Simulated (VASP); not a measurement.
A run of VASP 6.6.1 is set up as follows.

The input POSCAR:

```
SnO2
1.0
    1.6170930752      0.9336291223      4.8005925840
   -1.6170930752      0.9336291223      4.8005925840
    0.0000000000     -1.8672582446      4.8005925840
Sn O
1 2
Direct
    0.5000000000      0.5000000000      0.5000000000
    0.7628300000      0.7628300000      0.7628300000
    0.2371700000      0.2371700000      0.2371700000
```

INCAR.step1

```
SYSTEM = SnO2
PREC     = Accurate       ! precision mode
ENCUT    = 520            ! plane-wave cutoff, eV
ISMEAR   = -1             ! smearing method
SIGMA    = 0.05           ! smearing width, eV
LREAL    = .False.        ! projectors in reciprocal space
LASPH    = .True.         ! aspherical terms in the spheres
NELM     = 150            ! most SCF steps
LNONCOLLINEAR= .True.         ! non-collinear magnetism
MAGMOM   = 0 0 0 0 0 0 0 0 0 ! initial moments
LSORBIT  = .True.         ! spin-orbit coupling
GGA_COMPAT= .False.      
NBANDS   = 39             ! bands
GGA      = PE             ! functional
ALGO     = Normal         ! electronic algorithm
EDIFF    = 1E-4           ! SCF threshold, eV
LWAVE    = .True.         ! write WAVECAR
LCHARG   = .False.        ! write CHGCAR
```

Contents of INCAR.step2:

```
SYSTEM = SnO2
PREC     = Accurate       ! precision mode
ENCUT    = 520            ! plane-wave cutoff, eV
EDIFF    = 1E-7           ! SCF threshold, eV
ISMEAR   = -1             ! smearing method
SIGMA    = 0.05           ! smearing width, eV
LREAL    = .False.        ! projectors in reciprocal space
LASPH    = .True.         ! aspherical terms in the spheres
NELM     = 150            ! most SCF steps
ALGO     = Normal         ! electronic algorithm
ISIF     = 2              ! what is computed and relaxed
LWAVE    = .False.        ! write WAVECAR
LCHARG   = .False.        ! write CHGCAR
LNONCOLLINEAR= .True.         ! non-collinear magnetism
MAGMOM   = 0 0 0 0 0 0 0 0 0 ! initial moments
LORBIT   = 11             ! projections on sites
LSORBIT  = .True.         ! spin-orbit coupling
GGA_COMPAT= .False.      
LORBMOM  = .True.       
METAGGA  = R2SCAN         ! meta-GGA
LMIXTAU  = .True.       
NBANDS   = 39             ! bands
ISTART   = 1
```

KPOINTS

```
Automatic mesh
0
Gamma
  7 7 7
  0 0 0
```

Potentials or basis: VASP PAW PBE potentials, release 64 (Sn_d, O).

The run is started by

```bash
$ cat potpaw_PBE.64/Sn_d/POTCAR potpaw_PBE.64/O/POTCAR > POTCAR
$ cp INCAR.step1 INCAR
$ mpirun -np 1 vasp_ncl > vasp.out
$ cp INCAR.step2 INCAR
$ mpirun -np 1 vasp_ncl > vasp.out
```

Estimate the pressure.

-6.3 GPa.

Predict the largest force.

0.554 eV/Å.

Moments on the atoms (μB; x, y, z):
```
Sn  0.00 0.00 0.00
O   0.00 0.00 0.00
O   0.00 0.00 0.00
```

Caveat: the cell stands under tension; the PAW data sets were made with another functional, which shifts forces and pressure a little.
